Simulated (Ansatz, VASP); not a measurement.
## One calculation of Si2W, two programs

File INCAR:

```
AGGAC = 1.0
AGGAX = 1.0
ALDAC = 0.0
ALDAX = 1.0
ALGO = Normal
EDIFF = 1E-6
EDIFFG = -0.01
ENCUT = 600
GGA = B5
IBRION = 2
ISIF = 3
ISMEAR = -1
IVDW = 13
LASPH = T
LCHARG = F
LREAL = F
LWAVE = F
NELM = 60
NSW = 60
PREC = Accurate
SIGMA = 0.05
VDW_A1 = 0.44488865
VDW_A2 = 4.0933009
VDW_S6 = 1.0
VDW_S8 = 2.34076671
```

The input KPOINTS:

```
k-points
0
Gamma
  12 12 12
```

Contents of POSCAR:

```
Si2W
1.0
   -1.6069000000      1.6069000000      3.9149500000
    1.6069000000     -1.6069000000      3.9149500000
    1.6069000000      1.6069000000     -3.9149500000
W Si
1 2
Direct
    0.0000000000      0.0000000000      0.0000000000
    0.6653000000      0.6653000000      0.0000000000
    0.3347000000      0.3347000000      0.0000000000
```

Contents of input.yaml:

```yaml
crystal:
  lattice:
    - [-1.6069, 1.6069, 3.91495]
    - [1.6069, -1.6069, 3.91495]
    - [1.6069, 1.6069, -3.91495]
  atoms:
    - { symbol: W, position: [0.0, 0.0, 0.0] }
    - { symbol: Si, position: [0.6653, 0.6653, 0.0] }
    - { symbol: Si, position: [0.3347, 0.3347, 0.0] }
hamiltonian:
  xc: blyp
  pseudopotentials: { kind: paw }
  dispersion: d4
kpoints:
  mp_grid: { grid: [12, 12, 12] }
scf:
  occupations: { method: fermi_dirac, width: 0.05 }
output:
  forces: true
  stress: true
  eigenvalues: true
relax:
  f_tol: 0.01
  max_steps: 40
  cell: { stress_tol: 0.05 }
```

Alike in both runs: task relaxation of cell and atoms; functional BLYP; dispersion D4; k mesh 12 × 12 × 12; occupations fermi-dirac, width 0.05 eV; no spin polarisation.

|  | VASP | Ansatz |
| --- | --- | --- |
| version | VASP 6.6.1 | Ansatz 0.2.0 |
| potentials or method | VASP PAW PBE potentials, release 64 (W_sv, Si) | Ansatz PAW |
| plane-wave cutoff (eV) | 600 | 420 |
| valence electrons in the cell | 22 | 22 |

Ansatz gave:

| Quantity | Value |
| --- | --- |
| gap on the k mesh at the Fermi level, each at its own relaxed structure (eV) | none |
| relaxed volume (Å³/atom) | 13.45 |
| relaxed cell length with the largest relative difference (Å) | 4.519 |

Question: What did VASP give for the same quantities?

Answer: gap on the k mesh at the Fermi level, each at its own relaxed structure (eV): none; relaxed volume (Å³/atom): 13.52; relaxed cell length with the largest relative difference (Å): 4.527.

VASP's potentials were made for PBE, not for BLYP. A gap of «none» marks a metal or a gap that the smearing closes.

Neither program's run includes spin-orbit coupling. Noted on Ansatz's run: the plane-wave basis is chosen anew once the cell has moved, so the energies of steps on either side of that aren't comparable.
